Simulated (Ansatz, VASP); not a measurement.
Given: the input of a run of Ansatz 0.2.0 on MgO.

Contents of input.yaml:

```yaml
crystal:
  lattice:
    - [3.5094671307, 0.0, 0.0]
    - [-1.7547335654, 3.0392876889, 0.0]
    - [0.0, 0.0, 4.2057111735]
  atoms:
    - { symbol: Mg, position: [0.3333333333, 0.6666666667, 0.25] }
    - { symbol: Mg, position: [0.6666666667, 0.3333333333, 0.75] }
    - { symbol: O, position: [0.3333333333, 0.6666666667, 0.75] }
    - { symbol: O, position: [0.6666666667, 0.3333333333, 0.25] }
hamiltonian:
  xc: pbe
  pseudopotentials: { kind: paw }
kpoints:
  mp_grid: { grid: [9, 9, 7] }
scf:
  occupations: { method: fermi_dirac, width: 0.05 }
output:
  forces: true
  stress: true
  eigenvalues: true
```

Potentials or basis: Ansatz PAW.

Command:

```console
$ ansatz run input.yaml --threads 2 --pin off --max-ram 5120MiB --backend cpu --events-out ev --progress --plain --runs-dir out
```

Set up the same calculation for VASP 6.6.1. Potentials there: VASP PAW PBE potentials, release 64 (Mg, O).

As run (the cutoff follows the program's own potentials):

File INCAR:

```
PREC     = Accurate       # precision mode
ENCUT    = 520            # plane-wave cutoff, eV
EDIFF    = 1E-6           # SCF threshold, eV
ISMEAR   = -1             # smearing method
SIGMA    = 0.05           # smearing width, eV
LREAL    = F              # projectors in reciprocal space
LASPH    = T              # aspherical terms in the spheres
NELM     = 60             # most SCF steps
ALGO     = Normal         # electronic algorithm
ISIF     = 2              # what is computed and relaxed
LWAVE    = F              # write WAVECAR
LCHARG   = F              # write CHGCAR
GGA      = PE             # functional
NBANDS   = 16             # bands
```

File KPOINTS:

```
Automatic mesh
0
Gamma
  9 9 7
```

File POSCAR:

```
MgO
1.0
    3.5094671307      0.0000000000      0.0000000000
   -1.7547335654      3.0392876889      0.0000000000
    0.0000000000      0.0000000000      4.2057111735
Mg O
2 2
Direct
    0.3333333333      0.6666666667      0.2500000000
    0.6666666667      0.3333333333      0.7500000000
    0.3333333333      0.6666666667      0.7500000000
    0.6666666667      0.3333333333      0.2500000000
```

Potentials or basis: VASP PAW PBE potentials, release 64 (Mg, O).

Command:

```bash
$ cat potpaw_PBE.64/Mg/POTCAR potpaw_PBE.64/O/POTCAR > POTCAR
$ mpirun -np 1 vasp_std > vasp.out
```

Both were run:

|  | VASP | Ansatz | Ansatz less VASP |
| --- | --- | --- | --- |
| gap on the k mesh at the Fermi level (eV) | 3.34 | 3.35 | +0.017 |
| least direct gap on the mesh (eV) | 3.34 | 3.35 | +0.017 |
| pressure (GPa) | 1.3 | 1.8 | +0.56 |
| traceless stress, the component that is largest in VASP (GPa) | 0.47 | 0.57 | +0.100 |

With one functional, cell and mesh, what is left measures potentials, basis and numerics. VASP's potentials hold 16 valence electrons a cell and Ansatz's 32, so a difference there can come from the potentials and not from the codes.

Noted on Ansatz's run: odd divisions of the mesh miss points on the zone boundary, where band edges often lie, so the gap on the mesh can be too wide.
